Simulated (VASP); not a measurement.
# TePb (Fm-3m) in VASP: a series of runs

Aim: see how the results for TePb move with the level of theory and the settings. Levels: HSE06, r2SCAN50, PBE-based screened hybrid with 20 % exact exchange, PBE-based screened hybrid with 5 % exact exchange. Tasks: single point.

Everything below comes from runs of VASP 6.6.1. Logs are shortened: lines on timing, memory, paths and dates and some standing lists are left out, and cuts for length are marked.

## (1) The cell of the first run

Symmetry: Fm-3m, No. 225, cubic system. The conventional cell has a = 6.536 Å, b = 6.536 Å, c = 6.536 Å, α = 90.00°, β = 90.00°, γ = 90.00°. Pb (site symmetry m-3m) has 6 Te at 3.27 Å within 4.3 Å. Within 4.3 Å of Te (site symmetry m-3m) lie 6 Pb at 3.27 Å.

## (2) Single point, HSE06

Contents of POSCAR:

```
TePb
1.0
    0.0000000000      3.2678368418      3.2678368418
    3.2678368418      0.0000000000      3.2678368418
    3.2678368418      3.2678368418      0.0000000000
Pb Te
1 1
Direct
    0.0000000000      0.0000000000      0.0000000000
    0.5000000000      0.5000000000      0.5000000000
```

Contents of INCAR.step1:

```
PREC = Accurate
ENCUT = 520
EDIFF = 1E-5
ISMEAR = 0
SIGMA = 0.01
LREAL = False
LASPH = True
NELM = 60
ALGO = Normal
ISIF = 2
LWAVE = True
GGA = PE
NBANDS = 17
```

Contents of INCAR.step2:

```
PREC = Accurate
ENCUT = 520
EDIFF = 1E-7
ISMEAR = 0
SIGMA = 0.01
LREAL = False
LASPH = True
NELM = 60
ALGO = Normal
ISIF = 2
LWAVE = False
LCHARG = True
GGA = PE
LHFCALC = True
HFSCREEN = 0.2079
PRECFOCK = Normal
LELF = True
LVHAR = True
ISTART = 1
NBANDS = 17
```

Contents of KPOINTS:

```
Automatic mesh
0
Gamma
  4 4 4
```

Potentials or basis: VASP PAW PBE potentials, release 64 (Pb_d, Te).

Started as:

```bash
cat potpaw_PBE.64/Pb_d/POTCAR potpaw_PBE.64/Te/POTCAR > POTCAR
cp INCAR.step1 INCAR
mpirun -np 1 vasp_std > vasp.out
cp INCAR.step2 INCAR
mpirun -np 1 vasp_std > vasp.out
```

OUTCAR:

```text
PREC = Accurate
   ENCUT = 520
   EDIFF = 1E-7
   ISMEAR = 0
   LREAL = False
   LASPH = True
   NELM = 60
   ISIF = 2
   GGA = PE
   LHFCALC = True
   HFSCREEN = 0.2079
   PRECFOCK = Normal
   ISTART = 1

 ion  position               nearest neighbor table
   1  0.000  0.000  0.000-   2 3.27   2 3.27   2 3.27   2 3.27   2 3.27   2 3.27
   2  0.500  0.500  0.500-   1 3.27   1 3.27   1 3.27   1 3.27   1 3.27   1 3.27

  LATTYP: Found a face centered cubic cell.
 ALAT       =     6.5356736836

  Lattice vectors:

 A1 = (   0.0000000000,   3.2678368418,   3.2678368418)
 A2 = (   3.2678368418,   0.0000000000,   3.2678368418)
 A3 = (   3.2678368418,   3.2678368418,   0.0000000000)

Analysis of symmetry for initial positions (statically):
=====================================================================
 Subroutine PRICEL returns:
 Original cell was already a primitive cell.

 Routine SETGRP: Setting up the symmetry group for a
 face centered cubic supercell.

 Subroutine GETGRP returns: Found 48 space group operations
 (whereof 48 operations were pure point group operations)
 out of a pool of 48 trial point group operations.

The static configuration has the point symmetry O_h .

Analysis of symmetry for dynamics (positions and initial velocities):
=====================================================================
 Subroutine PRICEL returns:
 Original cell was already a primitive cell.

 Routine SETGRP: Setting up the symmetry group for a
 face centered cubic supercell.

 Subroutine GETGRP returns: Found 48 space group operations
 (whereof 48 operations were pure point group operations)
 out of a pool of 48 trial point group operations.

The dynamic configuration has the point symmetry O_h .

 Subroutine INISYM returns: Found 48 space group operations
 (whereof 48 operations are pure point group operations),
 and found     1 'primitive' translations

----------------------------------------------------------------------------------------

                                     Primitive cell

  volume of cell :      69.7929

  direct lattice vectors                    reciprocal lattice vectors
     0.000000000  3.267836842  3.267836842    -0.153006415  0.153006415  0.153006415
     3.267836842  0.000000000  3.267836842     0.153006415 -0.153006415  0.153006415
     3.267836842  3.267836842  0.000000000     0.153006415  0.153006415 -0.153006415

  length of vectors
     4.621419181  4.621419181  4.621419181     0.265014885  0.265014885  0.265014885

  position of ions in fractional coordinates (direct lattice)
     0.000000000  0.000000000  0.000000000
     0.500000000  0.500000000  0.500000000

  ion indices of the primitive-cell ions
   primitive index   ion index
                 1           1
                 2           2

----------------------------------------------------------------------------------------

 KPOINTS: Automatic mesh

Automatic generation of k-mesh.
 Grid dimensions read from file:
 generate k-points for:    4    4    4

 Generating k-lattice:

  Cartesian coordinates                     Fractional coordinates (reciprocal lattice)
    -0.038251604  0.038251604  0.038251604     0.250000000  0.000000000  0.000000000
     0.038251604 -0.038251604  0.038251604     0.000000000  0.250000000  0.000000000
     0.038251604  0.038251604 -0.038251604     0.000000000  0.000000000  0.250000000

  Length of vectors
     0.066253721  0.066253721  0.066253721

  Shift w.r.t. Gamma in fractional coordinates (k-lattice)
     0.000000000  0.000000000  0.000000000

 Subroutine IBZKPT returns following result:
 ===========================================

 Found      8 irreducible k-points:

 Following reciprocal coordinates:
            Coordinates               Weight
  0.000000  0.000000  0.000000      1.000000
  0.250000  0.000000  0.000000      8.000000
  0.500000  0.000000  0.000000      4.000000
  0.250000  0.250000  0.000000      6.000000
  0.500000  0.250000  0.000000     24.000000
 -0.250000  0.250000  0.000000     12.000000
  0.500000  0.500000  0.000000      3.000000
 -0.250000  0.500000  0.250000      6.000000
   k-points           NKPTS =      8   k-points in BZ     NKDIM =     64   number of bands    NBANDS=     17
   number of dos      NEDOS =    301   number of ions     NIONS =      2
   total plane-waves  NPLWV =  46656
   dimension x,y,z NGX =    36 NGY =   36 NGZ =   36
   dimension x,y,z NGXF=    72 NGYF=   72 NGZF=   72
   ions per type =               1   1
   NGX,Y,Z   is equivalent  to a cutoff of  12.95, 12.95, 12.95 a.u.
   NGXF,Y,Z  is equivalent  to a cutoff of  25.90, 25.90, 25.90 a.u.
 SYSTEM =  unknown system
   PREC   = accura    normal or accurate (medium, high low for compatibility)
   ISTART =      1    job   : 0-new  1-cont  2-samecut
   ICHARG =      0    charge: 1-file 2-atom 10-const
   ISPIN  =      1    spin polarized calculation?
   LNONCOLLINEAR =      F non collinear calculations
   LSORBIT =      F    spin-orbit coupling
   LASPH  =      T    aspherical Exc in radial PAW
   ENCUT  =  520.0 eV  38.22 Ry    6.18 a.u.   8.59  8.59  8.59*2*pi/ulx,y,z
   NELM   =     60;   NELMIN=  2; NELMDL=  0     # of ELM steps
   EDIFF  = 0.1E-06   stopping-criterion for ELM
   LREAL  =      F    real-space projection
   EDIFFG = 0.1E-05   stopping-criterion for IOM
   NSW    =      0    number of steps for IOM
   IBRION =     -1    ionic relax: 0-MD 1-quasi-New 2-CG
   NFREE  =      0    steps in history (QN), initial steepest desc. (CG)
   ISIF   =      2    stress and relaxation
   ISYM   =      3    0-nonsym 1-usesym 2-fastsym
   POTIM  = 0.5000    time-step for ionic-motion
   TEBEG  =    0.0;   TEEND  =   0.0 temperature during run
   PSTRESS=    0.0 pullay stress
   NELECT =      20.0000    total number of electrons
   NUPDOWN=      -1.0000    fix difference up-down
   EMIN   =  10.00;   EMAX   =-10.00  energy-range for DOS
   EFERMI =   0.00;   METHOD = LEGACY
   ISMEAR =     0;   SIGMA  =   0.01  broadening in eV -4-tet -1-fermi 0-gaus
   EFERMI_NEDOS =   21; number of points for ismear=-14 and -15
   IALGO  =     38    algorithm
   IMIX   =      1    mixing-type and parameters
     AMIX     =   0.40;   BMIX     =  1.00
     AMIX_MAG =   1.60;   BMIX_MAG =  1.00
  volume/ion in A,a.u.               =      34.90       235.49
  Fermi-wavevector in a.u.,A,eV,Ry     =   1.079314  2.039608 15.849680  1.164919
  Thomas-Fermi vector in A             =   2.215276
   LORBIT       =      0    0 simple, 1 ext, 2 COOP (PROOUT), +10 PAW based schemes
   GGA     = PE    functional components
   LHFCALC =     T    Hartree Fock is set to
   PRECFOCK=normal    Normal, Fast or Accurate (Low or Medium for compatibility)
   ENCUT4O =  -1.0   cutoff for four orbital integrals eV
   NKREDX  =     1    reduce k-point grid by
   NKREDY  =     1    reduce k-point grid by
   NKREDZ  =     1    reduce k-point grid by
   AEXX    =    0.2500 exact exchange contribution
   HFSCREEN=    0.2079 screening length (either q_TF or 0.3 A-1)
   HFSCREENC=   0.2079 screening length for correlation (either q_TF or 0.3 A-1)
   ENCUTFOCK=  -1.0 apply spherical cutoff to Coloumb kernel
   IVDW    =     0    specifies the selected vdW correction
   LEPSILON=     F    determine dielectric tensor
   LRPA    =     F    only Hartree local field effects (RPA)
 non-spin polarized calculation
 Gauss-broadening in eV      SIGMA  =   0.01
  energy-cutoff  :      520.00
  volume of cell :       69.79
 maximum number of plane-waves:      1893
 NGX is ok and might be reduce to    36
  NGX = 28; NGY = 28; NGZ = 28

 number of electron      20.0000002 magnetization

 Free energy of the ion-electron system (eV)
  ---------------------------------------------------
  ext. energy  EPLUGINS =         0.00000000
  ---------------------------------------------------
  free energy    TOTEN  =        -8.96803996 eV

  energy without entropy =       -8.96803996  energy(sigma->0) =       -8.96803996

 E-fermi :   4.9561     XC(G=0):  -7.6419

 val. band max:        4.9006669337   @ k =   0.5000   0.0000   0.0000
 cond. band min:       6.0664646856   @ k =   0.5000   0.0000   0.0000
 fundamental gap:      1.1657977519
 Fermi energy:         4.9561237659

 k-point     1 :       0.0000    0.0000    0.0000
  band No.  band energies     occupation
      1     -13.5954      2.00000
      2     -13.5954      2.00000
      3     -13.5809      2.00000
      4     -13.5809      2.00000
      5     -13.5809      2.00000
      6      -8.0627      2.00000
[... 9 lines left out ...]
     16      11.3600      0.00000
     17      12.9727      0.00000

 k-point     2 :       0.2500    0.0000    0.0000
  band No.  band energies     occupation
      1     -13.6025      2.00000
      2     -13.6025      2.00000
      3     -13.5798      2.00000
      4     -13.5740      2.00000
      5     -13.5740      2.00000
      6      -7.5146      2.00000
[... 9 lines left out ...]
     16      12.5040      0.00000
     17      15.8639      0.00000

 k-point     3 :       0.5000    0.0000    0.0000
  band No.  band energies     occupation
      1     -13.6104      2.00000
      2     -13.6104      2.00000
      3     -13.5790      2.00000
      4     -13.5664      2.00000
      5     -13.5664      2.00000
      6      -6.5678      2.00000
[... 9 lines left out ...]
     16      14.9751      0.00000
     17      14.9751      0.00000

 k-point     4 :       0.2500    0.2500    0.0000
  band No.  band energies     occupation
      1     -13.6198      2.00000
      2     -13.5906      2.00000
      3     -13.5851      2.00000
      4     -13.5701      2.00000
      5     -13.5701      2.00000
      6      -7.3442      2.00000
[... 9 lines left out ...]
     16      14.0989      0.00000
     17      14.0990      0.00000

 k-point     5 :       0.5000    0.2500    0.0000
  band No.  band energies     occupation
      1     -13.6299      2.00000
      2     -13.5976      2.00000
      3     -13.5811      2.00000
      4     -13.5666      2.00000
      5     -13.5631      2.00000
      6      -6.4656      2.00000
[... 9 lines left out ...]
     16      15.4076      0.00000
     17      16.1841      0.00000

 k-point     6 :      -0.2500    0.2500    0.0000
  band No.  band energies     occupation
      1     -13.6132      2.00000
      2     -13.6072      2.00000
      3     -13.5753      2.00000
      4     -13.5706      2.00000
      5     -13.5692      2.00000
      6      -6.7519      2.00000
[... 9 lines left out ...]
     16      14.2248      0.00000
     17      15.0194      0.00000

 k-point     7 :       0.5000    0.5000    0.0000
  band No.  band energies     occupation
      1     -13.6513      2.00000
      2     -13.5894      2.00000
      3     -13.5859      2.00000
      4     -13.5585      2.00000
      5     -13.5585      2.00000
      6      -6.3112      2.00000
[... 9 lines left out ...]
     16      16.3834      0.00000
     17      16.7613      0.00000

 k-point     8 :      -0.2500    0.5000    0.2500
  band No.  band energies     occupation
      1     -13.6350      2.00000
      2     -13.5986      2.00000
      3     -13.5745      2.00000
      4     -13.5745      2.00000
      5     -13.5585      2.00000
      6      -6.1544      2.00000
[... 9 lines left out ...]
     16      16.6764      0.00000
     17      16.7041      0.00000

------------------------ aborting loop because EDIFF is reached ----------------------------------------

  FORCE on cell =-STRESS in cart. coord.  units (eV):
  Direction    XX          YY          ZZ          XY          YZ          ZX
  --------------------------------------------------------------------------------------
  -------------------------------------------------------------------------------------
  Total       -0.2182872     -0.2182872     -0.2182872     -0.0000000      0.0000000     -0.0000000
  in kB       -5.0110390     -5.0110390     -5.0110390     -0.0000000      0.0000000     -0.0000000
  external PRESSURE =      -5.0110390 kB  Pullay stress =       0.0000000 kB

 VOLUME and BASIS-vectors are now :
 -----------------------------------------------------------------------------
  energy-cutoff  :      520.00
  volume of cell :       69.79
      direct lattice vectors                 reciprocal lattice vectors
     0.000000000  3.267836842  3.267836842    -0.153006415  0.153006415  0.153006415
     3.267836842  0.000000000  3.267836842     0.153006415 -0.153006415  0.153006415
     3.267836842  3.267836842  0.000000000     0.153006415  0.153006415 -0.153006415

 POSITION                                       TOTAL-FORCE (eV/Angst)
 -----------------------------------------------------------------------------------
      0.00000      0.00000      0.00000         0.000000     -0.000000      0.000000
      3.26784      3.26784      3.26784        -0.000000      0.000000     -0.000000
 -----------------------------------------------------------------------------------
    total drift:                               -0.000000     -0.000000     -0.000000

  FREE ENERGIE OF THE ION-ELECTRON SYSTEM (eV)
  ---------------------------------------------------
  free  energy   TOTEN  =        -8.9680399567 eV

  energy  without entropy=       -8.9680399567  energy(sigma->0) =       -8.96803996
```

Wall time 40 min (1 thread of Intel Xeon 8259CL, shared host); peak memory 0.33 GiB.

What came out:

```yaml
Free_energy: -8.9680 eV
Pressure: -0.5 GPa
Band_gap_on_the_k_mesh: 1.17 eV
```

Caveat: the PAW data sets were made with another functional, which shifts forces and pressure a little; spin-orbit coupling is left out, which moves the levels of the heavy elements. A k mesh can miss the band edges.

[end of part 1 of 2]
